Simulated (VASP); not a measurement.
# Rb (P6/mmm) in VASP: relaxation of cell and atoms with LDA

Aim: the relaxation of cell and atoms of Rb with LDA.

Everything below comes from runs of VASP 6.6.1. Logs are shortened: lines on timing, memory, paths and dates and some standing lists are left out, and cuts for length are marked.

### 1 The cell of the first run

It takes space group P6/mmm (No. 191, hexagonal). Conventional cell: a = 7.896 Å, b = 7.896 Å, c = 4.840 Å, α = 90.00°, β = 90.00°, γ = 120.00°.

This isn't the form of Rb at room conditions, which is bcc.

### 2 Relaxation of cell and atoms, LDA

INCAR reads:

```
PREC = Accurate
ENCUT = 600
EDIFF = 1E-6
ISMEAR = -1
SIGMA = 0.1
LREAL = False
LASPH = True
NELM = 80
ALGO = Normal
ISIF = 3
LWAVE = False
LCHARG = False
IBRION = 2
NSW = 80
EDIFFG = -0.01
```

KPOINTS reads:

```
regular mesh
0
Gamma
  5 5 7
```

POSCAR reads:

```
Rb
1.0
    7.8956864786      0.0000000000      0.0000000000
   -3.9478432393      6.8378650708      0.0000000000
    0.0000000000      0.0000000000      4.8400558114
Rb
3
Direct
    0.0000000000      0.0000000000      0.0000000000
    0.3333333333      0.6666666667      0.5000000000
    0.6666666667      0.3333333333      0.5000000000
```

Potentials or basis: VASP PAW LDA potentials, release 64 (Rb_sv).

On the command line:

```
cat potpaw_LDA.64/Rb_sv/POTCAR > POTCAR
mpirun -np 1 vasp_std > vasp.out
```

OUTCAR:

```text
PREC = Accurate
   ENCUT = 600
   EDIFF = 1E-6
   ISMEAR = -1
   LREAL = False
   LASPH = True
   NELM = 80
   ISIF = 3
   IBRION = 2
   NSW = 80
   EDIFFG = -0.01

 ion  position               nearest neighbor table
   1  0.000  0.000  0.000-   2 5.16   3 5.16   2 5.16   3 5.16   3 5.16   3 5.16   2 5.16   2 5.16
                             3 5.16   3 5.16   2 5.16   2 5.16
   2  0.333  0.667  0.500-   3 4.56   3 4.56   3 4.56   1 5.16   1 5.16   1 5.16   1 5.16   1 5.16
                             1 5.16
   3  0.667  0.333  0.500-   2 4.56   2 4.56   2 4.56   1 5.16   1 5.16   1 5.16   1 5.16   1 5.16
                             1 5.16

  LATTYP: Found a hexagonal cell.
 ALAT       =     7.8956864786
 C/A-ratio  =     0.6130000000

  Lattice vectors:

 A1 = (   7.8956864786,   0.0000000000,   0.0000000000)
 A2 = (  -3.9478432393,   6.8378650708,   0.0000000000)
 A3 = (   0.0000000000,   0.0000000000,   4.8400558114)

Analysis of symmetry for initial positions (statically):
=====================================================================
 Subroutine PRICEL returns:
 Original cell was already a primitive cell.

 Routine SETGRP: Setting up the symmetry group for a
 hexagonal supercell.

 Subroutine GETGRP returns: Found 24 space group operations
 (whereof 24 operations were pure point group operations)
 out of a pool of 24 trial point group operations.

The static configuration has the point symmetry D_6h.

Analysis of symmetry for dynamics (positions and initial velocities):
=====================================================================
 Subroutine PRICEL returns:
 Original cell was already a primitive cell.

 Routine SETGRP: Setting up the symmetry group for a
 hexagonal supercell.

 Subroutine GETGRP returns: Found 24 space group operations
 (whereof 24 operations were pure point group operations)
 out of a pool of 24 trial point group operations.

The dynamic configuration has the point symmetry D_6h.

 Subroutine INISYM returns: Found 24 space group operations
 (whereof 24 operations are pure point group operations),
 and found     1 'primitive' translations

----------------------------------------------------------------------------------------

                                     Primitive cell

  volume of cell :     261.3129

  direct lattice vectors                    reciprocal lattice vectors
     7.895686479  0.000000000  0.000000000     0.126651432  0.073122238  0.000000000
    -3.947843239  6.837865071  0.000000000     0.000000000  0.146244477  0.000000000
     0.000000000  0.000000000  4.840055811     0.000000000  0.000000000  0.206609188

  length of vectors
     7.895686479  7.895686479  4.840055811     0.146244477  0.146244477  0.206609188

  position of ions in fractional coordinates (direct lattice)
     0.000000000  0.000000000  0.000000000
     0.333333333  0.666666667  0.500000000
     0.666666667  0.333333333  0.500000000

  ion indices of the primitive-cell ions
   primitive index   ion index
                 1           1
                 2           2
                 3           3

----------------------------------------------------------------------------------------

 KPOINTS: regular mesh

Automatic generation of k-mesh.
 Grid dimensions read from file:
 generate k-points for:    5    5    7

 Generating k-lattice:

  Cartesian coordinates                     Fractional coordinates (reciprocal lattice)
     0.025330286  0.014624448  0.000000000     0.200000000  0.000000000  0.000000000
     0.000000000  0.029248895  0.000000000     0.000000000  0.200000000  0.000000000
     0.000000000  0.000000000  0.029515598     0.000000000  0.000000000  0.142857143

  Length of vectors
     0.029248895  0.029248895  0.029515598

  Shift w.r.t. Gamma in fractional coordinates (k-lattice)
     0.000000000  0.000000000  0.000000000

 Subroutine IBZKPT returns following result:
 ===========================================

 Found     20 irreducible k-points:

 Following reciprocal coordinates:
            Coordinates               Weight
  0.000000  0.000000  0.000000      1.000000
  0.200000 -0.000000  0.000000      6.000000
  0.400000 -0.000000  0.000000      6.000000
  0.200000  0.200000  0.000000      6.000000
  0.400000  0.200000  0.000000      6.000000
  0.000000  0.000000  0.142857      2.000000
[... 12 lines left out ...]
  0.200000  0.200000  0.428571     12.000000
  0.400000  0.200000  0.428571     12.000000
   k-points           NKPTS =     20   k-points in BZ     NKDIM =     20   number of bands    NBANDS=     17
   number of dos      NEDOS =    301   number of ions     NIONS =      3
   total plane-waves  NPLWV = 163840
   dimension x,y,z NGX =    64 NGY =   64 NGZ =   40
   dimension x,y,z NGXF=   128 NGYF=  128 NGZF=   80
   ions per type =               3
   NGX,Y,Z   is equivalent  to a cutoff of  13.48, 13.48, 13.74 a.u.
   NGXF,Y,Z  is equivalent  to a cutoff of  26.95, 26.95, 27.48 a.u.
 SYSTEM =  unknown system
   PREC   = accura    normal or accurate (medium, high low for compatibility)
   ISTART =      0    job   : 0-new  1-cont  2-samecut
   ICHARG =      2    charge: 1-file 2-atom 10-const
   ISPIN  =      1    spin polarized calculation?
   LNONCOLLINEAR =      F non collinear calculations
   LSORBIT =      F    spin-orbit coupling
   LASPH  =      T    aspherical Exc in radial PAW
   ENCUT  =  600.0 eV  44.10 Ry    6.64 a.u.  15.77 15.77  9.67*2*pi/ulx,y,z
   NELM   =     80;   NELMIN=  2; NELMDL= -5     # of ELM steps
   EDIFF  = 0.1E-05   stopping-criterion for ELM
   LREAL  =      F    real-space projection
   EDIFFG = -.1E-01   stopping-criterion for IOM
   NSW    =     80    number of steps for IOM
   IBRION =      2    ionic relax: 0-MD 1-quasi-New 2-CG
   NFREE  =      1    steps in history (QN), initial steepest desc. (CG)
   ISIF   =      3    stress and relaxation
   ISYM   =      2    0-nonsym 1-usesym 2-fastsym
   POTIM  = 0.5000    time-step for ionic-motion
   TEBEG  =    0.0;   TEEND  =   0.0 temperature during run
   PSTRESS=    0.0 pullay stress
   NELECT =      27.0000    total number of electrons
   NUPDOWN=      -1.0000    fix difference up-down
   EMIN   =  10.00;   EMAX   =-10.00  energy-range for DOS
   EFERMI =   0.00;   METHOD = LEGACY
   ISMEAR =    -1;   SIGMA  =   0.10  broadening in eV -4-tet -1-fermi 0-gaus
   EFERMI_NEDOS =   21; number of points for ismear=-14 and -15
   IALGO  =     38    algorithm
   IMIX   =      4    mixing-type and parameters
     AMIX     =   0.40;   BMIX     =  1.00
     AMIX_MAG =   1.60;   BMIX_MAG =  1.00
  volume/ion in A,a.u.               =      87.10       587.81
  Fermi-wavevector in a.u.,A,eV,Ry     =   0.768203  1.451693  8.029279  0.590135
  Thomas-Fermi vector in A             =   1.868925
   LORBIT       =      0    0 simple, 1 ext, 2 COOP (PROOUT), +10 PAW based schemes
   GGA     = CA    functional components
   LHFCALC =     F    Hartree Fock is set to
   AEXX    =    0.0000 exact exchange contribution
   IVDW    =     0    specifies the selected vdW correction
   LEPSILON=     F    determine dielectric tensor
   LRPA    =     F    only Hartree local field effects (RPA)
 conjugate gradient relaxation of ions
 non-spin polarized calculation
  energy-cutoff  :      600.00
  volume of cell :      261.31
 maximum number of plane-waves:      8773
 NGX is ok and might be reduce to    64
   NGX = 31   NGY = 31   NGZ = 19

--------------------------------------- Ionic step        1  -------------------------------------------

 number of electron      27.0000000 magnetization

 Free energy of the ion-electron system (eV)
  ---------------------------------------------------
  ext. energy  EPLUGINS =         0.00000000
  ---------------------------------------------------
  free energy    TOTEN  =        -3.17396275 eV

  energy without entropy =       -3.09186196  energy(sigma->0) =       -3.13291236

------------------------ aborting loop because EDIFF is reached ----------------------------------------

  FORCE on cell =-STRESS in cart. coord.  units (eV):
  Direction    XX          YY          ZZ          XY          YZ          ZX
  --------------------------------------------------------------------------------------
  -------------------------------------------------------------------------------------
  Total       -0.4248794     -0.4248794     -0.6283753      0.0000000      0.0000000      0.0000000
  in kB       -2.6050465     -2.6050465     -3.8527330      0.0000000      0.0000000      0.0000000
  external PRESSURE =      -3.0209420 kB  Pullay stress =       0.0000000 kB

 VOLUME and BASIS-vectors are now :
 -----------------------------------------------------------------------------
  energy-cutoff  :      600.00
  volume of cell :      261.31
      direct lattice vectors                 reciprocal lattice vectors
     7.895686479  0.000000000  0.000000000     0.126651432  0.073122238  0.000000000
    -3.947843239  6.837865071  0.000000000     0.000000000  0.146244477  0.000000000
     0.000000000  0.000000000  4.840055811     0.000000000  0.000000000  0.206609188

 POSITION                                       TOTAL-FORCE (eV/Angst)
 -----------------------------------------------------------------------------------
      0.00000      0.00000      0.00000         0.000000     -0.000000      0.000000
     -0.00000      4.55858      2.42003         0.000000      0.000000      0.000000
      3.94784      2.27929      2.42003        -0.000000     -0.000000      0.000000
 -----------------------------------------------------------------------------------
    total drift:                                0.000000     -0.000000      0.000000

  FREE ENERGIE OF THE ION-ELECTRON SYSTEM (eV)
  ---------------------------------------------------
  free  energy   TOTEN  =        -3.1739627488 eV

  energy  without entropy=       -3.0918619618  energy(sigma->0) =       -3.13291236

--------------------------------------- Ionic step        2  -------------------------------------------

 number of electron      27.0000000 magnetization

 E-fermi :  -0.0677     XC(G=0):  -5.8499

 val. band max:       -0.0806360768   @ k =   0.2000   0.2000   0.1429
 cond. band min:       0.1328750391   @ k =   0.4000   0.2000   0.4286
 fundamental gap:      0.2135111159
 Fermi energy:        -0.0677364173

 k-point     1 :       0.0000    0.0000    0.0000
  band No.  band energies     occupation
      1     -28.8517      2.00000
      2     -28.8427      2.00000
      3     -28.7699      2.00000
      4     -13.0546      2.00000
      5     -13.0546      2.00000
      6     -12.9745      2.00000
[... 9 lines left out ...]
     16       1.0950      0.00002
     17       1.1094      0.00002
[... 585 lines left out ...]
 POSITION                                       TOTAL-FORCE (eV/Angst)
 -----------------------------------------------------------------------------------
      0.00000      0.00000      0.00000        -0.000000      0.000000      0.000000
     -0.00000      4.42063      2.30371        -0.000000      0.000000     -0.000000
      3.82838      2.21032      2.30371         0.000000     -0.000000      0.000000
 -----------------------------------------------------------------------------------
    total drift:                                0.000000     -0.000000      0.000000

  FREE ENERGIE OF THE ION-ELECTRON SYSTEM (eV)
  ---------------------------------------------------
  free  energy   TOTEN  =        -3.2034572456 eV

  energy  without entropy=       -3.1243267464  energy(sigma->0) =       -3.16389200

--------------------------------------- Ionic step        8  -------------------------------------------

 number of electron      27.0000000 magnetization

 Free energy of the ion-electron system (eV)
  ---------------------------------------------------
  ext. energy  EPLUGINS =         0.00000000
  ---------------------------------------------------
  free energy    TOTEN  =        -3.20365227 eV

  energy without entropy =       -3.12454828  energy(sigma->0) =       -3.16410027

 E-fermi :   0.1337     XC(G=0):  -6.0811

 val. band max:        0.1079692182   @ k =   0.2000   0.2000   0.1429
 cond. band min:       0.3296241940   @ k =   0.4000  -0.0000   0.0000
 fundamental gap:      0.2216549758
 Fermi energy:         0.1337488882

 k-point     1 :       0.0000    0.0000    0.0000
  band No.  band energies     occupation
      1     -28.6124      2.00000
      2     -28.6006      2.00000
      3     -28.5184      2.00000
      4     -12.8320      2.00000
      5     -12.8320      2.00000
      6     -12.7397      2.00000
[... 9 lines left out ...]
     16       1.2972      0.00002
     17       1.3107      0.00002
[... 400 lines left out ...]
 POSITION                                       TOTAL-FORCE (eV/Angst)
 -----------------------------------------------------------------------------------
      3.84100      6.65280      0.00000         0.000000     -0.000000     -0.000000
     -0.00000      4.43520      2.29112        -0.000000     -0.000000     -0.000000
      3.84100      2.21760      2.29112         0.000000      0.000000      0.000000
 -----------------------------------------------------------------------------------
    total drift:                                0.000000     -0.000000      0.000000

  FREE ENERGIE OF THE ION-ELECTRON SYSTEM (eV)
  ---------------------------------------------------
  free  energy   TOTEN  =        -3.2036522669 eV

  energy  without entropy=       -3.1245482758  energy(sigma->0) =       -3.16410027

 reached required accuracy - stopping structural energy minimisation
```

Wall time 3.2 min (1 thread of Intel Xeon 6975P-C (Granite Rapids), shared host); peak memory 0.37 GiB.

What came out:

```yaml
Free_energy: -3.2037 eV
Relaxed_volume: 78.06 Å³/atom
Relaxed_cell: a = 7.682 Å, b = 7.682 Å, c = 4.582 Å, α = 90.00°, β = 90.00°, γ = 120.00°
Space_group_after_relaxing_to_0.1_Å: P6/mmm (No. 191)
Energy_gained_by_relaxing: 9.9 meV/atom
Ionic_steps: 8
Pressure_after_relaxing: 0.0 GPa
Band_gap_on_the_k_mesh: zero (an odd number of electrons rules out a gap without spin polarisation)
```

Step by step:
```tsv
step	energy change (eV)	largest force (eV/Å)	pressure (GPa)	volume (Å³)
1	0.0000	0.0000	-0.30	261.31
2	-0.0111	0.0000	-0.24	255.15
3	-0.0240	0.0000	-0.13	245.05
4	-0.0257	0.0000	0.14	225.64
5	-0.0293	0.0000	-0.01	234.75
6	-0.0293	0.0000	0.01	233.84
7	-0.0295	0.0000	0.00	233.93
8	-0.0297	0.0000	0.01	234.18
```

Final structure:
```yaml
crystal:
  lattice:
    - [7.68199, 0.00000, 0.00000]
    - [-3.84100, 6.65280, 0.00000]
    - [0.00000, 0.00000, 4.58224]
  atoms:
    - { symbol: Rb, position: [0.00000, 0.00000, 0.00000] }
    - { symbol: Rb, position: [0.33333, 0.66667, 0.50000] }
    - { symbol: Rb, position: [0.66667, 0.33333, 0.50000] }
```

Levels at points of the mesh, in eV from the Fermi level:
| k point | band 11 | band 12 | band 13 | band 14 | band 15 | band 16 |
| --- | --- | --- | --- | --- | --- | --- |
| (0.00, 0.00, 0.00) | -12.78 | -12.75 | -2.18 | 1.10 | 1.16 | 1.16 |
